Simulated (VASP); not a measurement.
# Si16O (a cell with a defect) in VASP: single point with PBE

Aim: the single point of Si16O (a cell with a defect) with PBE.

Everything below comes from runs of VASP 6.6.1. Logs are shortened: lines on timing, memory, paths and dates and some standing lists are left out, and cuts for length are marked.

## Step 1: The cell of the first run

The cell holds a defect, 17 atoms: a = 7.679 Å, b = 7.679 Å, c = 7.679 Å, α = 60.00°, β = 60.00°, γ = 60.00°.

## Step 2: Single point, PBE, collinear spin, ferromagnetic start

INCAR reads:

```
ALGO     = Normal         # electronic algorithm
EDIFF    = 1E-7           # SCF threshold, eV
ENCUT    = 520            # plane-wave cutoff, eV
GGA      = PE             # functional
ISIF     = 2              # what is computed and relaxed
ISMEAR   = -1             # smearing method
ISPIN    = 2              # spin polarisation
LASPH    = True           # aspherical terms in the spheres
LCHARG   = False          # write CHGCAR
LORBIT   = 11             # projections on sites
LREAL    = Auto         
LWAVE    = False          # write WAVECAR
MAGMOM   = 0 0 0 0 0 0 0 0 0 0 0 0 0 0 0 0 1 # initial moments
NBANDS   = 53             # bands
NELM     = 150            # most SCF steps
PREC     = Accurate       # precision mode
SIGMA    = 0.05           # smearing width, eV
```

KPOINTS reads:

```
k-points
0
Gamma
  2 2 2
```

POSCAR reads:

```
Si16O
1.0
    0.0000000000      5.4300000000      5.4300000000
    5.4300000000      0.0000000000      5.4300000000
    5.4300000000      5.4300000000      0.0000000000
Si O
16 1
Direct
    0.0130110497     -0.0903591160      0.0269152855
    0.0948618785      0.0350828729      0.1826519337
   -0.0095211786      0.0299447514      0.5245488029
    0.1421823204      0.1187016575      0.6625690608
    0.0241528545      0.4887937385     -0.0067679558
    0.1582412523      0.5495303867      0.1563812155
    0.0213720074      0.4907090239      0.5136740331
    0.1313351750      0.6407642726      0.6337108656
    0.4910773481     -0.0163812155     -0.0130110497
    0.6237384899      0.0966482505      0.1297237569
    0.5288029466      0.0010313076      0.4967587477
    0.6358747698      0.1605893186      0.6147882136
    0.5324861878      0.4788397790     -0.0231675875
    0.6609760589      0.6244567219      0.0813443831
    0.5135267035      0.5540055249      0.4357182320
    0.6609576427      0.6304604052      0.5831675875
   -0.0079097606      0.2875414365      1.0036924494
```

Potentials or basis: VASP PAW PBE potentials, release 64 (Si, O).

On the command line:

```console
> cat potpaw_PBE.64/Si/POTCAR potpaw_PBE.64/O/POTCAR > POTCAR
> mpirun -np 1 vasp_std > vasp.out
```

OUTCAR:

```text
EDIFF = 1E-7
   ENCUT = 520
   GGA = PE
   ISIF = 2
   ISMEAR = -1
   ISPIN = 2
   LASPH = True
   LORBIT = 11
   LREAL = Auto
   NELM = 150
   PREC = Accurate

 ion  position               nearest neighbor table
   1  0.013  0.910  0.027-   6 2.27   2 2.29   4 2.39  10 2.47
   2  0.095  0.035  0.183-  17 1.78   1 2.29   3 2.32   9 2.55   5 2.89
   3  0.990  0.030  0.525-  12 2.23   2 2.32   4 2.39   8 2.44
   4  0.142  0.119  0.663-   7 2.34   3 2.39   1 2.39  11 2.44
   5  0.024  0.489  0.993-  17 1.64   8 2.26   6 2.28  14 2.29   2 2.89
   6  0.158  0.550  0.156-   1 2.27   7 2.28   5 2.28  13 2.38
   7  0.021  0.491  0.514-   6 2.28  16 2.29   4 2.34   8 2.39
   8  0.131  0.641  0.634-   5 2.26   7 2.39  15 2.44   3 2.44
   9  0.491  0.984  0.987-  14 2.28  12 2.39  10 2.44   2 2.55
  10  0.624  0.097  0.130-  11 2.33  13 2.41   9 2.44   1 2.47
  11  0.529  0.001  0.497-  10 2.33  16 2.34  12 2.42   4 2.44
  12  0.636  0.161  0.615-   3 2.23   9 2.39  11 2.42  15 2.49
  13  0.532  0.479  0.977-  14 2.38   6 2.38  10 2.41  16 2.47
  14  0.661  0.624  0.081-  15 2.24   9 2.28   5 2.29  13 2.38
  15  0.514  0.554  0.436-  14 2.24  16 2.35   8 2.44  12 2.49
  16  0.661  0.630  0.583-   7 2.29  11 2.34  15 2.35  13 2.47
  17  0.992  0.288  0.004-   5 1.64   2 1.78

  LATTYP: Found a face centered cubic cell.
 ALAT       =    10.8600000000

  Lattice vectors:

 A1 = (   0.0000000000,   5.4300000000,   5.4300000000)
 A2 = (   5.4300000000,   0.0000000000,   5.4300000000)
 A3 = (   5.4300000000,   5.4300000000,   0.0000000000)

Analysis of symmetry for initial positions (statically):
=====================================================================
 Subroutine PRICEL returns:
 Original cell was already a primitive cell.

 Routine SETGRP: Setting up the symmetry group for a
 face centered cubic supercell.

 Subroutine GETGRP returns: Found  1 space group operations
 (whereof  1 operations were pure point group operations)
 out of a pool of 48 trial point group operations.

The static configuration has the point symmetry C_1 .

Analysis of symmetry for dynamics (positions and initial velocities):
=====================================================================
 Subroutine PRICEL returns:
 Original cell was already a primitive cell.

 Routine SETGRP: Setting up the symmetry group for a
 face centered cubic supercell.

 Subroutine GETGRP returns: Found  1 space group operations
 (whereof  1 operations were pure point group operations)
 out of a pool of 48 trial point group operations.

The dynamic configuration has the point symmetry C_1 .

Analysis of structural, dynamic, and magnetic symmetry:
=====================================================================
 Subroutine PRICEL returns:
 Original cell was already a primitive cell.

 Routine SETGRP: Setting up the symmetry group for a
 face centered cubic supercell.

 Subroutine GETGRP returns: Found  1 space group operations
 (whereof  1 operations were pure point group operations)
 out of a pool of 48 trial point group operations.

The overall configuration has the point symmetry C_1 .

 Subroutine INISYM returns: Found  1 space group operations
 (whereof  1 operations are pure point group operations),
 and found     1 'primitive' translations

----------------------------------------------------------------------------------------

                                     Primitive cell

  volume of cell :     320.2060

  direct lattice vectors                    reciprocal lattice vectors
     0.000000000  5.430000000  5.430000000    -0.092081031  0.092081031  0.092081031
     5.430000000  0.000000000  5.430000000     0.092081031 -0.092081031  0.092081031
     5.430000000  5.430000000  0.000000000     0.092081031  0.092081031 -0.092081031

  length of vectors
     7.679179644  7.679179644  7.679179644     0.159489025  0.159489025  0.159489025

[... 75 lines left out ...]
   k-points           NKPTS =      8   k-points in BZ     NKDIM =      8   number of bands    NBANDS=     53
   number of dos      NEDOS =    301   number of ions     NIONS =     17
   total plane-waves  NPLWV = 216000
   dimension x,y,z NGX =    60 NGY =   60 NGZ =   60
   dimension x,y,z NGXF=   120 NGYF=  120 NGZF=  120
   ions per type =              16   1
   NGX,Y,Z   is equivalent  to a cutoff of  12.99, 12.99, 12.99 a.u.
   NGXF,Y,Z  is equivalent  to a cutoff of  25.98, 25.98, 25.98 a.u.
 SYSTEM =  unknown system
   PREC   = accura    normal or accurate (medium, high low for compatibility)
   ISTART =      0    job   : 0-new  1-cont  2-samecut
   ICHARG =      2    charge: 1-file 2-atom 10-const
   ISPIN  =      2    spin polarized calculation?
   LNONCOLLINEAR =      F non collinear calculations
   LSORBIT =      F    spin-orbit coupling
   LASPH  =      T    aspherical Exc in radial PAW
   ENCUT  =  520.0 eV  38.22 Ry    6.18 a.u.  14.28 14.28 14.28*2*pi/ulx,y,z
   NELM   =    150;   NELMIN=  2; NELMDL= -5     # of ELM steps
   EDIFF  = 0.1E-06   stopping-criterion for ELM
   LREAL  =      T    real-space projection
   EDIFFG = 0.1E-05   stopping-criterion for IOM
   NSW    =      0    number of steps for IOM
   IBRION =     -1    ionic relax: 0-MD 1-quasi-New 2-CG
   NFREE  =      0    steps in history (QN), initial steepest desc. (CG)
   ISIF   =      2    stress and relaxation
   ISYM   =      2    0-nonsym 1-usesym 2-fastsym
   POTIM  = 0.5000    time-step for ionic-motion
   TEBEG  =    0.0;   TEEND  =   0.0 temperature during run
   PSTRESS=    0.0 pullay stress
   NELECT =      70.0000    total number of electrons
   NUPDOWN=      -1.0000    fix difference up-down
   EMIN   =  10.00;   EMAX   =-10.00  energy-range for DOS
   EFERMI =   0.00;   METHOD = LEGACY
   ISMEAR =    -1;   SIGMA  =   0.05  broadening in eV -4-tet -1-fermi 0-gaus
   EFERMI_NEDOS =   21; number of points for ismear=-14 and -15
   IALGO  =     38    algorithm
   IMIX   =      4    mixing-type and parameters
     AMIX     =   0.40;   BMIX     =  1.00
     AMIX_MAG =   1.60;   BMIX_MAG =  1.00
  volume/ion in A,a.u.               =      18.84       127.11
  Fermi-wavevector in a.u.,A,eV,Ry     =   0.986199  1.863645 13.232857  0.972588
  Thomas-Fermi vector in A             =   2.117562
   LORBIT       =     11    0 simple, 1 ext, 2 COOP (PROOUT), +10 PAW based schemes
   GGA     = PE    functional components
   LHFCALC =     F    Hartree Fock is set to
   AEXX    =    0.0000 exact exchange contribution
   IVDW    =     0    specifies the selected vdW correction
   LEPSILON=     F    determine dielectric tensor
   LRPA    =     F    only Hartree local field effects (RPA)
 spin polarized calculation
  energy-cutoff  :      520.00
  volume of cell :      320.21
 maximum number of plane-waves:      8646
 NGX is ok and might be reduce to    60
   NGX = 29   NGY = 29   NGZ = 29

 number of electron      70.0000000 magnetization      -0.0000218

 number of electron      70.0000000 magnetization       0.0000015

 Free energy of the ion-electron system (eV)
  ---------------------------------------------------
  ext. energy  EPLUGINS =         0.00000000
  ---------------------------------------------------
  free energy    TOTEN  =       -90.87394943 eV

  energy without entropy =      -90.87084138  energy(sigma->0) =      -90.87239540

 E-fermi :   6.0910     XC(G=0):  -9.5715

 val. band max:        5.8719998850   @ k =   0.0000   0.0000   0.0000
 cond. band min:       6.2823294715   @ k =   0.0000   0.0000   0.0000
 fundamental gap:      0.4103295865
 Fermi energy:         6.0909775561

 spin component 1

 k-point     1 :       0.0000    0.0000    0.0000
  band No.  band energies     occupation
      1     -14.4199      1.00000
      2      -5.8100      1.00000
      3      -4.3958      1.00000
      4      -3.8358      1.00000
      5      -3.5442      1.00000
      6      -3.3093      1.00000
[... 389 lines left out ...]
     46      10.1296      0.00000
     47      10.2838      0.00000
 Fermi energy:         6.0909775561

 spin component 2

 k-point     1 :       0.0000    0.0000    0.0000
  band No.  band energies     occupation
      1     -14.4199      1.00000
      2      -5.8100      1.00000
      3      -4.3958      1.00000
      4      -3.8358      1.00000
      5      -3.5442      1.00000
      6      -3.3093      1.00000
[... 389 lines left out ...]
     46      10.1296      0.00000
     47      10.2838      0.00000
 [bands above 47 left out]

------------------------ aborting loop because EDIFF is reached ----------------------------------------

  FORCE on cell =-STRESS in cart. coord.  units (eV):
  Direction    XX          YY          ZZ          XY          YZ          ZX
  --------------------------------------------------------------------------------------
  -------------------------------------------------------------------------------------
  Total        9.0003264      5.8059374      5.1314474     -2.2875501     -1.1769780      1.7406074
  in kB       45.0338790     29.0504890     25.6756222    -11.4459466     -5.8891070      8.7092732
  external PRESSURE =      33.2533301 kB  Pullay stress =       0.0000000 kB

 VOLUME and BASIS-vectors are now :
 -----------------------------------------------------------------------------
  energy-cutoff  :      520.00
  volume of cell :      320.21
      direct lattice vectors                 reciprocal lattice vectors
     0.000000000  5.430000000  5.430000000    -0.092081031  0.092081031  0.092081031
     5.430000000  0.000000000  5.430000000     0.092081031 -0.092081031  0.092081031
     5.430000000  5.430000000  0.000000000     0.092081031  0.092081031 -0.092081031

 POSITION                                       TOTAL-FORCE (eV/Angst)
 -----------------------------------------------------------------------------------
      5.08550      0.21680      5.01000         0.789634     -1.194325     -0.277009
      1.18230      1.50690      0.70560        -0.621226     -0.423848      2.043314
      3.01090      8.22660      5.54090        -1.025120      1.153400      0.148851
      4.24230      4.36980      1.41660        -0.990931      0.199022     -0.093645
      8.04740      5.52440      2.78530         0.725705     -0.459910      0.517953
      3.83310      1.70840      3.84320        -1.117564      0.444668      0.643078
[... 9 lines left out ...]
      6.59000      6.75560      7.01240         1.034730      0.043161     -0.963834
      1.58140      5.40710      6.94840        -0.880669      1.912082     -1.330229
 -----------------------------------------------------------------------------------
    total drift:                                0.004022     -0.003945      0.001166

  FREE ENERGIE OF THE ION-ELECTRON SYSTEM (eV)
  ---------------------------------------------------
  free  energy   TOTEN  =       -90.8739494301 eV

  energy  without entropy=      -90.8708413790  energy(sigma->0) =      -90.87239540

 total charge

# of ion       s       p       d       tot
------------------------------------------
    1        0.756   0.939   0.000   1.695
    2        0.755   0.868   0.000   1.622
    3        0.750   0.960   0.000   1.711
    4        0.752   0.904   0.000   1.656
    5        0.744   0.975   0.000   1.719
    6        0.750   0.982   0.000   1.733
[... 9 lines left out ...]
   16        0.743   0.944   0.000   1.687
   17        1.583   3.544   0.000   5.128
--------------------------------------------------
tot         13.577  18.499   0.000  32.076

 magnetization (x)

# of ion       s       p       d       tot
------------------------------------------
    1        0.000  -0.000   0.000   0.000
    2        0.000   0.000   0.000   0.000
    3       -0.000  -0.000   0.000  -0.000
    4        0.000   0.000   0.000   0.000
    5        0.000   0.000   0.000   0.000
    6       -0.000  -0.000   0.000  -0.000
[... 9 lines left out ...]
   16       -0.000  -0.000   0.000  -0.000
   17       -0.000  -0.000   0.000  -0.000
--------------------------------------------------
tot         -0.000  -0.000   0.000  -0.000
```

Run time: 8.1 min. Hardware: 1 thread of Intel Xeon Platinum 8259CL at 2.50GHz (Skylake/Cascade Lake), shared host; peak memory 0.71 GiB.

Results:

```yaml
Free_energy: -90.8739 eV
Pressure: 3.3 GPa
Largest_force: 2.490 eV/Å
Band_gap_on_the_k_mesh: 0.41 eV
Net_moment: 0.00 μB per cell
Valence_electrons_inside_the_program's_atomic_spheres: Si 1.70, 1.62, 1.71, 1.66, 1.72, 1.73, 1.68, 1.67, 1.65, 1.75, 1.69 (each value once); O 5.13
```

Forces on the atoms (eV/Å):
```
Si   0.790 -1.194 -0.277
Si  -0.621 -0.424  2.043
Si  -1.025  1.153  0.149
Si  -0.991  0.199 -0.094
Si   0.726 -0.460  0.518
Si  -1.118  0.445  0.643
Si   0.393  0.852 -0.091
Si  -0.618 -0.878  1.675
Si   1.612 -0.237  0.162
Si  -0.674 -0.227  0.386
Si   0.672 -0.099 -0.024
Si   0.562 -1.540 -1.061
Si  -0.554  0.080 -0.036
Si  -0.014 -1.068 -0.023
Si   0.706  1.442 -1.677
Si   1.035  0.043 -0.964
O   -0.881  1.912 -1.330
```

Caveat: the k points lie up to 0.50 Å⁻¹ apart; the atoms stand as in a frame of molecular dynamics.
